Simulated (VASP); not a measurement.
# BN (P6_3/mmc) in VASP: notebook

The runs below take BN through single point, with PBE.

All numbers are computed with VASP 6.6.1; they aren't measurements. Logs are shortened: lines on timing, memory, paths and dates and some standing lists are left out, and cuts for length are marked.

### Step 1. The cell of the first run

The structure is hexagonal, space group P6_3/mmc (No. 194). Conventional cell: a = 2.506 Å, b = 2.506 Å, c = 6.509 Å, α = 90.00°, β = 90.00°, γ = 120.00°. Within 1.9 Å of B (site symmetry -6m2) lie 3 N at 1.45 Å. Within 1.9 Å of N (site symmetry -6m2) lie 3 B at 1.45 Å.

### Step 2. Single point, PBE (volume scaled by 0.96, then relaxed in part)

Contents of INCAR:

```
PREC = Accurate ; ENCUT = 520
EDIFF = 1E-6 ; ISMEAR = -1
SIGMA = 0.02 ; LREAL = False
LASPH = True ; NELM = 80
ALGO = Normal ; ISIF = 2
LWAVE = False ; LCHARG = False
GGA = PE ; NBANDS = 16
```

Contents of KPOINTS:

```
regular mesh
0
Gamma
  13 13 5
```

Contents of POSCAR:

```
BN
1.0
    2.5056714675      0.0000000000      0.0000000000
   -1.2528357338      2.1699751444      0.0000000000
    0.0000000000      0.0000000000      6.5088269066
B N
2 2
Direct
    0.3333333333      0.6666666667      0.2500000000
    0.6666666667      0.3333333333      0.7500000000
    0.3333333333      0.6666666667      0.7500000000
    0.6666666667      0.3333333333      0.2500000000
```

Potentials or basis: VASP PAW PBE potentials, release 64 (B, N).

Run with:

```sh
> cat potpaw_PBE.64/B/POTCAR potpaw_PBE.64/N/POTCAR > POTCAR
> mpirun -np 1 vasp_std > vasp.out
```

OUTCAR:

```text
PREC = Accurate
   ENCUT = 520
   EDIFF = 1E-6
   ISMEAR = -1
   LREAL = False
   LASPH = True
   NELM = 80
   ISIF = 2
   GGA = PE

 ion  position               nearest neighbor table
   1  0.333  0.667  0.250-   4 1.45   4 1.45   4 1.45
   2  0.667  0.333  0.750-   3 1.45   3 1.45   3 1.45
   3  0.333  0.667  0.750-   2 1.45   2 1.45   2 1.45
   4  0.667  0.333  0.250-   1 1.45   1 1.45   1 1.45

  LATTYP: Found a hexagonal cell.
 ALAT       =     2.5056714675
 C/A-ratio  =     2.5976377953

  Lattice vectors:

 A1 = (   2.5056714675,   0.0000000000,   0.0000000000)
 A2 = (  -1.2528357338,   2.1699751444,   0.0000000000)
 A3 = (   0.0000000000,   0.0000000000,   6.5088269066)

Analysis of symmetry for initial positions (statically):
=====================================================================
 Subroutine PRICEL returns:
 Original cell was already a primitive cell.

 Routine SETGRP: Setting up the symmetry group for a
 hexagonal supercell.

 Subroutine GETGRP returns: Found 24 space group operations
 (whereof 12 operations were pure point group operations)
 out of a pool of 24 trial point group operations.

The static configuration has the point symmetry D_3d.
 The point group associated with its full space group is D_6h.

Analysis of symmetry for dynamics (positions and initial velocities):
=====================================================================
 Subroutine PRICEL returns:
 Original cell was already a primitive cell.

 Routine SETGRP: Setting up the symmetry group for a
 hexagonal supercell.

 Subroutine GETGRP returns: Found 24 space group operations
 (whereof 12 operations were pure point group operations)
 out of a pool of 24 trial point group operations.

The dynamic configuration has the point symmetry D_3d.
 The point group associated with its full space group is D_6h.

 Subroutine INISYM returns: Found 24 space group operations
 (whereof 12 operations are pure point group operations),
 and found     1 'primitive' translations

----------------------------------------------------------------------------------------

                                     Primitive cell

  volume of cell :      35.3901

  direct lattice vectors                    reciprocal lattice vectors
     2.505671468  0.000000000  0.000000000     0.399094619  0.230417386  0.000000000
    -1.252835734  2.169975144  0.000000000     0.000000000  0.460834772  0.000000000
     0.000000000  0.000000000  6.508826907     0.000000000  0.000000000  0.153637516

  length of vectors
     2.505671468  2.505671468  6.508826907     0.460834772  0.460834772  0.153637516

  position of ions in fractional coordinates (direct lattice)
     0.333333333  0.666666667  0.250000000
     0.666666667  0.333333333  0.750000000
     0.333333333  0.666666667  0.750000000
     0.666666667  0.333333333  0.250000000

  ion indices of the primitive-cell ions
   primitive index   ion index
                 1           1
                 2           2
                 3           3
                 4           4

----------------------------------------------------------------------------------------

 KPOINTS: regular mesh

Automatic generation of k-mesh.
 Grid dimensions read from file:
 generate k-points for:   13   13    5

 Generating k-lattice:

  Cartesian coordinates                     Fractional coordinates (reciprocal lattice)
     0.030699586  0.017724414  0.000000000     0.076923077 -0.000000000  0.000000000
     0.000000000  0.035448829  0.000000000     0.000000000  0.076923077  0.000000000
     0.000000000  0.000000000  0.030727503     0.000000000  0.000000000  0.200000000

  Length of vectors
     0.035448829  0.035448829  0.030727503

  Shift w.r.t. Gamma in fractional coordinates (k-lattice)
     0.000000000  0.000000000  0.000000000

 Subroutine IBZKPT returns following result:
 ===========================================

 Found     63 irreducible k-points:

 Following reciprocal coordinates:
            Coordinates               Weight
  0.000000  0.000000  0.000000      1.000000
  0.076923  0.000000  0.000000      6.000000
  0.153846  0.000000  0.000000      6.000000
  0.230769  0.000000  0.000000      6.000000
  0.307692  0.000000  0.000000      6.000000
  0.384615 -0.000000  0.000000      6.000000
[... 16 lines left out ...]
  0.076923  0.000000  0.200000     12.000000
  0.153846  0.000000  0.200000     12.000000
 [... further k-points ...]
   k-points           NKPTS =     63   k-points in BZ     NKDIM =     63   number of bands    NBANDS=     16
   number of dos      NEDOS =    301   number of ions     NIONS =      4
   total plane-waves  NPLWV =  19200
   dimension x,y,z NGX =    20 NGY =   20 NGZ =   48
   dimension x,y,z NGXF=    40 NGYF=   40 NGZF=   96
   ions per type =               2   2
   NGX,Y,Z   is equivalent  to a cutoff of  13.27, 13.27, 12.26 a.u.
   NGXF,Y,Z  is equivalent  to a cutoff of  26.54, 26.54, 24.52 a.u.
 SYSTEM =  unknown system
   PREC   = accura    normal or accurate (medium, high low for compatibility)
   ISTART =      0    job   : 0-new  1-cont  2-samecut
   ICHARG =      2    charge: 1-file 2-atom 10-const
   ISPIN  =      1    spin polarized calculation?
   LNONCOLLINEAR =      F non collinear calculations
   LSORBIT =      F    spin-orbit coupling
   LASPH  =      T    aspherical Exc in radial PAW
   ENCUT  =  520.0 eV  38.22 Ry    6.18 a.u.   4.66  4.66 12.10*2*pi/ulx,y,z
   NELM   =     80;   NELMIN=  2; NELMDL= -5     # of ELM steps
   EDIFF  = 0.1E-05   stopping-criterion for ELM
   LREAL  =      F    real-space projection
   EDIFFG = 0.1E-04   stopping-criterion for IOM
   NSW    =      0    number of steps for IOM
   IBRION =     -1    ionic relax: 0-MD 1-quasi-New 2-CG
   NFREE  =      0    steps in history (QN), initial steepest desc. (CG)
   ISIF   =      2    stress and relaxation
   ISYM   =      2    0-nonsym 1-usesym 2-fastsym
   POTIM  = 0.5000    time-step for ionic-motion
   TEBEG  =    0.0;   TEEND  =   0.0 temperature during run
   PSTRESS=    0.0 pullay stress
   NELECT =      16.0000    total number of electrons
   NUPDOWN=      -1.0000    fix difference up-down
   EMIN   =  10.00;   EMAX   =-10.00  energy-range for DOS
   EFERMI =   0.00;   METHOD = LEGACY
   ISMEAR =    -1;   SIGMA  =   0.02  broadening in eV -4-tet -1-fermi 0-gaus
   EFERMI_NEDOS =   21; number of points for ismear=-14 and -15
   IALGO  =     38    algorithm
   IMIX   =      4    mixing-type and parameters
     AMIX     =   0.40;   BMIX     =  1.00
     AMIX_MAG =   1.60;   BMIX_MAG =  1.00
  volume/ion in A,a.u.               =       8.85        59.71
  Fermi-wavevector in a.u.,A,eV,Ry     =   1.256476  2.374396 21.479961  1.578733
  Thomas-Fermi vector in A             =   2.390182
   LORBIT       =      0    0 simple, 1 ext, 2 COOP (PROOUT), +10 PAW based schemes
   GGA     = PE    functional components
   LHFCALC =     F    Hartree Fock is set to
   AEXX    =    0.0000 exact exchange contribution
   IVDW    =     0    specifies the selected vdW correction
   LEPSILON=     F    determine dielectric tensor
   LRPA    =     F    only Hartree local field effects (RPA)
 non-spin polarized calculation
  energy-cutoff  :      520.00
  volume of cell :       35.39
 maximum number of plane-waves:       973
 NGX is ok and might be reduce to    20
   NGX =  9   NGY =  9   NGZ = 25

 number of electron      16.0000000 magnetization

 Free energy of the ion-electron system (eV)
  ---------------------------------------------------
  ext. energy  EPLUGINS =         0.00000000
  ---------------------------------------------------
  free energy    TOTEN  =       -35.13895167 eV

  energy without entropy =      -35.13895167  energy(sigma->0) =      -35.13895167

 E-fermi :   2.9104     XC(G=0): -10.1984

 val. band max:        2.4763122281   @ k =   0.3077   0.3077   0.0000
 cond. band min:       6.7338727438   @ k =   0.4615   0.0769   0.0000
 fundamental gap:      4.2575605157
 Fermi energy:         2.9104182131

 k-point     1 :       0.0000    0.0000    0.0000
  band No.  band energies     occupation
      1     -15.3825      2.00000
      2     -15.0399      2.00000
      3      -3.8669      2.00000
      4      -1.5264      2.00000
      5       1.0931      2.00000
      6       1.0931      2.00000
[... 8 lines left out ...]
     15      14.7238      0.00000
     16      15.4469      0.00000

 k-point     2 :       0.0769    0.0000    0.0000
  band No.  band energies     occupation
      1     -15.2663      2.00000
      2     -14.9283      2.00000
      3      -3.7078      2.00000
      4      -1.3847      2.00000
      5       0.6142      2.00000
      6       0.6564      2.00000
[... 8 lines left out ...]
     15      15.0078      0.00000
     16      15.1410      0.00000

 k-point     3 :       0.1538    0.0000    0.0000
  band No.  band energies     occupation
      1     -14.9233      2.00000
      2     -14.5988      2.00000
      3      -3.2353      2.00000
      4      -0.9675      2.00000
      5      -0.6271      2.00000
      6      -0.5785      2.00000
[... 8 lines left out ...]
     15      15.9875      0.00000
     16      16.1367      0.00000

 k-point     4 :       0.2308    0.0000    0.0000
  band No.  band energies     occupation
      1     -14.3716      2.00000
      2     -14.0709      2.00000
      3      -2.4664      2.00000
      4      -2.2532      2.00000
      5      -2.1833      2.00000
      6      -0.3682      2.00000
[... 8 lines left out ...]
     15      17.8607      0.00000
     16      17.9909      0.00000

 k-point     5 :       0.3077    0.0000    0.0000
  band No.  band energies     occupation
      1     -13.6544      2.00000
      2     -13.3909      2.00000
      3      -3.9406      2.00000
      4      -3.8476      2.00000
      5      -1.4418      2.00000
      6      -0.9882      2.00000
[... 8 lines left out ...]
     15      18.1283      0.00000
     16      20.1749      0.00000

 k-point     6 :       0.3846   -0.0000    0.0000
  band No.  band energies     occupation
      1     -12.8731      2.00000
      2     -12.6694      2.00000
      3      -5.4161      2.00000
      4      -5.3137      2.00000
      5      -1.4458      2.00000
      6      -1.3692      2.00000
[... 8 lines left out ...]
     15      17.8379      0.00000
     16      22.0176      0.00000

 k-point     7 :       0.4615    0.0000    0.0000
  band No.  band energies     occupation
      1     -12.2703      2.00000
      2     -12.1580      2.00000
      3      -6.3414      2.00000
      4      -6.2579      2.00000
      5      -1.6862      2.00000
      6      -1.6078      2.00000
[... 8 lines left out ...]
     15      17.7671      0.00000
     16      21.6742      0.00000

 k-point     8 :       0.0769    0.0769    0.0000
  band No.  band energies     occupation
      1     -15.0367      2.00000
      2     -14.7077      2.00000
      3      -3.3919      2.00000
      4      -1.1052      2.00000
      5      -0.1883      2.00000
      6      -0.1574      2.00000
[... 8 lines left out ...]
     15      15.3785      0.00000
     16      16.1585      0.00000

 k-point     9 :       0.1538    0.0769    0.0000
  band No.  band energies     occupation
      1     -14.5886      2.00000
      2     -14.2781      2.00000
      3      -2.7705      2.00000
      4      -1.5318      2.00000
      5      -1.4875      2.00000
      6      -0.5623      2.00000
[... 8 lines left out ...]
     15      16.6984      0.00000
     16      17.8612      0.00000
[... 172 lines left out ...]
 k-point    19 :       0.3077    0.2308    0.0000
  band No.  band energies     occupation
      1     -12.0349      2.00000
      2     -11.9098      2.00000
      3      -5.5591      2.00000
      4      -5.4774      2.00000
      5      -3.6919      2.00000
      6      -3.6185      2.00000
[... 8 lines left out ...]
     15      17.8074      0.00000
     16      19.8602      0.00000

 k-point    20 :       0.3846    0.2308    0.0000
  band No.  band energies     occupation
      1     -11.7426      2.00000
      2     -11.6857      2.00000
      3      -5.8930      2.00000
      4      -5.7816      2.00000
      5      -3.9127      2.00000
      6      -3.8281      2.00000
[... 8 lines left out ...]
     15      18.1468      0.00000
     16      19.9904      0.00000

 k-point    21 :       0.3077    0.3077    0.0000
  band No.  band energies     occupation
      1     -11.6356      2.00000
      2     -11.5883      2.00000
      3      -5.5934      2.00000
      4      -5.4500      2.00000
      5      -4.5057      2.00000
      6      -4.4836      2.00000
[... 8 lines left out ...]
     15      19.4611      0.00000
     16      19.5741      0.00000

 k-point    22 :       0.0000    0.0000    0.2000
  band No.  band energies     occupation
      1     -15.3517      2.00000
      2     -15.0749      2.00000
      3      -3.6836      2.00000
      4      -1.8110      2.00000
      5       1.0975      2.00000
      6       1.0975      2.00000
[... 8 lines left out ...]
     15      14.8904      0.00000
     16      15.4095      0.00000

 k-point    23 :       0.0769    0.0000    0.2000
  band No.  band energies     occupation
      1     -15.2361      2.00000
      2     -14.9628      2.00000
      3      -3.5260      2.00000
      4      -1.6678      2.00000
      5       0.6192      2.00000
      6       0.6547      2.00000
[... 8 lines left out ...]
     15      15.0269      0.00000
     16      15.1416      0.00000

 k-point    24 :       0.1538    0.0000    0.2000
  band No.  band energies     occupation
      1     -14.8942      2.00000
      2     -14.6318      2.00000
      3      -3.0586      2.00000
      4      -1.2543      2.00000
      5      -0.6185      2.00000
      6      -0.5672      2.00000
[... 8 lines left out ...]
     15      15.8646      0.00000
     16      15.9739      0.00000

 [... further k-points ...]
[... 5 lines left out ...]
  --------------------------------------------------------------------------------------
  -------------------------------------------------------------------------------------
  Total        0.6865051      0.6865051      0.7858362     -0.0000000     -0.0000000     -0.0000000
  in kB       31.0794105     31.0794105     35.5763206     -0.0000000     -0.0000000     -0.0000000
  external PRESSURE =      32.5783805 kB  Pullay stress =       0.0000000 kB

 VOLUME and BASIS-vectors are now :
 -----------------------------------------------------------------------------
  energy-cutoff  :      520.00
  volume of cell :       35.39
      direct lattice vectors                 reciprocal lattice vectors
     2.505671468  0.000000000  0.000000000     0.399094619  0.230417386  0.000000000
    -1.252835734  2.169975144  0.000000000     0.000000000  0.460834772  0.000000000
     0.000000000  0.000000000  6.508826907     0.000000000  0.000000000  0.153637516

 POSITION                                       TOTAL-FORCE (eV/Angst)
 -----------------------------------------------------------------------------------
     -0.00000      1.44665      1.62721         0.000000      0.000000      0.000000
      1.25284      0.72333      4.88162        -0.000000     -0.000000      0.000000
     -0.00000      1.44665      4.88162         0.000000     -0.000000      0.000000
      1.25284      0.72333      1.62721         0.000000     -0.000000      0.000000
 -----------------------------------------------------------------------------------
    total drift:                               -0.000000      0.000000      0.000000

  FREE ENERGIE OF THE ION-ELECTRON SYSTEM (eV)
  ---------------------------------------------------
  free  energy   TOTEN  =       -35.1389516683 eV

  energy  without entropy=      -35.1389516683  energy(sigma->0) =      -35.13895167
```

Run time: 34 s. Hardware: 1 thread of Intel Xeon Platinum 8375C at 2.90GHz (Ice Lake), shared host; peak memory 0.16 GiB.

Results:

```
Free energy            : -35.1390 eV
Pressure               : 3.3 GPa
Band gap on the k mesh : 4.26 eV, indirect (least direct gap 4.63 eV)
```

Levels at points of the mesh, in eV from the valence-band top:
| k point | band 5 | band 6 | band 7 | band 8 | band 9 | band 10 | band 11 | band 12 |
| --- | --- | --- | --- | --- | --- | --- | --- | --- |
| (0.00, 0.00, 0.00) | -1.38 | -1.38 | -1.34 | -1.34 | 5.34 | 10.49 | 11.47 | 11.47 |

Caveat: this functional lacks dispersion, which binds the layers, so the pressure and a relaxed spacing across them are unreliable.

### Step 3. Single point, PBE (volume scaled by 0.98, then relaxed in part)

Contents of INCAR:

```
PREC = Accurate
ENCUT = 520
EDIFF = 1E-6
ISMEAR = -1
SIGMA = 0.02
LREAL = F
LASPH = T
NELM = 100
ALGO = Normal
ISIF = 2
LWAVE = F
LCHARG = F
GGA = PE
NBANDS = 16
```

KPOINTS is that of step 2.

Contents of POSCAR:

```
BN
1.0
    2.5229525065      0.0000000000      0.0000000000
   -1.2614762532      2.1849409632      0.0000000000
    0.0000000000      0.0000000000      6.5537167865
B N
2 2
Direct
    0.3333333333      0.6666666667      0.2500000000
    0.6666666667      0.3333333333      0.7500000000
    0.3333333333      0.6666666667      0.7500000000
    0.6666666667      0.3333333333      0.2500000000
```

Potentials or basis: VASP PAW PBE potentials, release 64 (B, N).

Run with:

```sh
> cat potpaw_PBE.64/B/POTCAR potpaw_PBE.64/N/POTCAR > POTCAR
> mpirun -np 1 vasp_std > vasp.out
```

Run time: 36 s. Hardware: 1 thread of Intel Xeon Platinum 8375C at 2.90GHz (Ice Lake), shared host; peak memory 0.16 GiB.

It converged, with:

| Quantity | Value |
| --- | --- |
| Free energy | -35.1429 eV |
| Pressure | -1.8 GPa |
| Band gap on the k mesh | 4.23 eV, indirect (least direct gap 4.59 eV) |

Stress tensor (GPa, compression positive):
```
-4.27  0.00  0.00
 0.00 -4.27  0.00
 0.00  0.00  3.22
```

Levels at points of the mesh, in eV from the valence-band top:
```tsv
k point	band 5	band 6	band 7	band 8	band 9	band 10	band 11	band 12
(0.00, 0.00, 0.00)	-1.41	-1.41	-1.36	-1.36	5.29	10.33	11.30	11.30
```

Caveat: this functional lacks dispersion, which binds the layers, so the pressure and a relaxed spacing across them are unreliable. A k mesh can miss the band edges.

### Step 4. Single point, PBE (z stretched by -3 %, then relaxed in part)

Contents of INCAR:

```
PREC = Accurate ; ENCUT = 520
EDIFF = 1E-6 ; ISMEAR = -1
SIGMA = 0.02 ; LREAL = F
LASPH = T ; NELM = 80
ALGO = Normal ; ISIF = 2
LWAVE = F ; LCHARG = F
GGA = PE ; NBANDS = 16
```

KPOINTS is that of step 3.

Contents of POSCAR:

```
BN
1.0
    2.5400000000      0.0000000000      0.0000000000
   -1.2700000000      2.1997045256      0.0000000000
    0.0000000000      0.0000000000      6.4000600000
B N
2 2
Direct
    0.3333333333      0.6666666667      0.2500000000
    0.6666666667      0.3333333333      0.7500000000
    0.3333333333      0.6666666667      0.7500000000
    0.6666666667      0.3333333333      0.2500000000
```

Run with:

```sh
> cat potpaw_PBE.64/B/POTCAR potpaw_PBE.64/N/POTCAR > POTCAR
> mpirun -np 1 vasp_std > vasp.out
```

Run time: 42 s. Hardware: 1 thread of Intel Xeon Platinum 8375C at 2.90GHz (Ice Lake), shared host; peak memory 0.16 GiB.

It converged, with:

- Free energy: -35.0996 eV
- Pressure: -6.1 GPa
- Band gap on the k mesh: 4.17 eV, indirect (least direct gap 4.46 eV)

Stress tensor (GPa, compression positive):
```
-11.26   0.00   0.00
  0.00 -11.26   0.00
  0.00   0.00   4.13
```

Levels at points of the mesh, in eV from the valence-band top:
```csv
k point,band 5,band 6,band 7,band 8,band 9,band 10,band 11,band 12
"(0.00, 0.00, 0.00)",-1.43,-1.43,-1.37,-1.37,5.44,10.49,11.12,11.12
```

Caveat: the cell differs from its parent crystal (z stretched by -3 %, then relaxed in part); this functional lacks dispersion, which binds the layers, so the pressure and a relaxed spacing across them are unreliable. A k mesh can miss the band edges.

[end of part 1 of 2]
